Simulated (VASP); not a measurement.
Here is a VASP 6.6.1 calculation.

INCAR

```
  PREC = Accurate
  ENCUT = 520
  EDIFF = 1E-6
  ISMEAR = -1
  SIGMA = 0.02
  LREAL = F
  LASPH = T
  NELM = 80
  ALGO = Normal
  ISIF = 2
  LWAVE = F
  LCHARG = F
  GGA = PE
  NBANDS = 50
```

Contents of KPOINTS:

```
Automatic mesh
0
Gamma
  7 7 7
```

POSCAR

```
HfSiO4
1.0
   -3.2191648498      3.2191648498      2.9207339418
    3.2191648498     -3.2191648498      2.9207339418
    3.2191648498      3.2191648498     -2.9207339418
Hf Si O
2 2 8
Direct
    0.7500000000      0.2500000000      0.5000000000
    0.0000000000      0.0000000000      0.0000000000
    0.2500000000      0.7500000000      0.5000000000
    0.5000000000      0.5000000000      0.0000000000
    0.1325822083      0.3196244734      0.8129577349
    0.0696244734      0.7566667385      0.6870422651
    0.5066667385      0.3196244734      0.1870422651
    0.0696244734      0.3825822083      0.3129577349
    0.6174177917      0.9303755266      0.6870422651
    0.6803755266      0.8674177917      0.1870422651
    0.2433332615      0.9303755266      0.3129577349
    0.6803755266      0.4933332615      0.8129577349
```

Potentials or basis: VASP PAW PBE potentials, release 64 (Hf_pv, Si, O).

Run with:

```bash
$ cat potpaw_PBE.64/Hf_pv/POTCAR potpaw_PBE.64/Si/POTCAR potpaw_PBE.64/O/POTCAR > POTCAR
$ mpirun -np 1 vasp_std > vasp.out
```

Question: What does it give for the largest force?

Answer: 0.215 eV/Å.

Question: Estimate the band gap on the k mesh.

Answer: 5.75 eV, indirect (least direct gap 6.18 eV).

Question: Estimate the pressure.

Answer: 22.5 GPa.

Stress tensor (GPa, compression positive):
```
21.39  0.00  0.00
 0.00 21.39  0.00
 0.00  0.00 24.77
```

Caveat: spin-orbit coupling is left out, which moves the levels of the heavy elements. A k mesh can miss the band edges.
